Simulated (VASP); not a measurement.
Here is a VASP 6.6.1 calculation.

Contents of INCAR:

```
SYSTEM = TaN
PREC     = Accurate       ! precision mode
ENCUT    = 520            ! plane-wave cutoff, eV
EDIFF    = 1E-6           ! SCF threshold, eV
ISMEAR   = 0              ! smearing method
SIGMA    = 0.05           ! smearing width, eV
LREAL    = .False.        ! projectors in reciprocal space
LASPH    = .True.         ! aspherical terms in the spheres
NELM     = 150            ! most SCF steps
ALGO     = Normal         ! electronic algorithm
ISIF     = 2              ! what is computed and relaxed
LWAVE    = .False.        ! write WAVECAR
LCHARG   = .True.         ! write CHGCAR
ISPIN    = 2              ! spin polarisation
MAGMOM   = 3 0            ! initial moments
LORBIT   = 11             ! projections on sites
NUPDOWN  = 3.0            ! fixed moment
LMAXMIX  = 4              ! l up to which the mixer works
GGA      = PE             ! functional
LELF     = .True.         ! ELF
LVHAR    = .True.       
NBANDS   = 19             ! bands
```

The input KPOINTS:

```
regular mesh
0
Gamma
  7 7 7
  0 0 0
```

Contents of POSCAR:

```
TaN
1.0
    0.0000000000      2.1790013100      2.1790013100
    2.1790013100      0.0000000000      2.1790013100
    2.1790013100      2.1790013100      0.0000000000
Ta N
1 1
Direct
    0.5000000000      0.5000000000      0.5000000000
    0.0000000000      0.0000000000      0.0000000000
```

Potentials or basis: VASP PAW PBE potentials, release 64 (Ta_pv, N).

Launch:

```bash
$ cat potpaw_PBE.64/Ta_pv/POTCAR potpaw_PBE.64/N/POTCAR > POTCAR
$ mpirun -np 1 vasp_std > vasp.out
```

Q: Estimate the pressure.

A: 71.5 GPa.

Caveat: the total moment is fixed, so each spin has its own Fermi level.
